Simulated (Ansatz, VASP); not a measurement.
## One calculation of SiC, two programs

```
Si C
1.0
     3.29350    0.00000    0.00000
    -1.64675    2.85225    0.00000
     0.00000    0.00000   10.88190
Si C
4 4
Direct
  0.66667 0.33333 0.93783
  0.33333 0.66667 0.43783
  0.00000 0.00000 0.68790
  0.00000 0.00000 0.18790
  0.66667 0.33333 0.74982
  0.33333 0.66667 0.24982
  0.00000 0.00000 0.50045
  0.00000 0.00000 0.00045
```

Alike in both runs: task single point; functional PBEsol; k mesh 12 × 12 × 4; occupations gaussian, width 0.05 eV; no spin polarisation.

```csv
,VASP,Ansatz
version,VASP 6.6.1,Ansatz 0.2.0
potentials or method,"VASP PAW PBE potentials, release 64 (Si, C), cutoff 520 eV","scalar-relativistic, plane waves, PAW"
valence electrons in the cell,32,32
```

Ansatz gave:

```
gap on the k mesh at the Fermi level (eV) : 1.98
least direct gap on the mesh (eV)         : 3.06
rms of the force components (eV/Å)        : 0.022
```

What did VASP give for the same quantities?

gap on the k mesh at the Fermi level (eV): 1.98; least direct gap on the mesh (eV): 3.05; rms of the force components (eV/Å): 0.021.

VASP's potentials were made for PBE, not for PBEsol, and Ansatz warns of the same on its side. Atom by atom the forces differ by 0.001 eV/Å (rms over components).
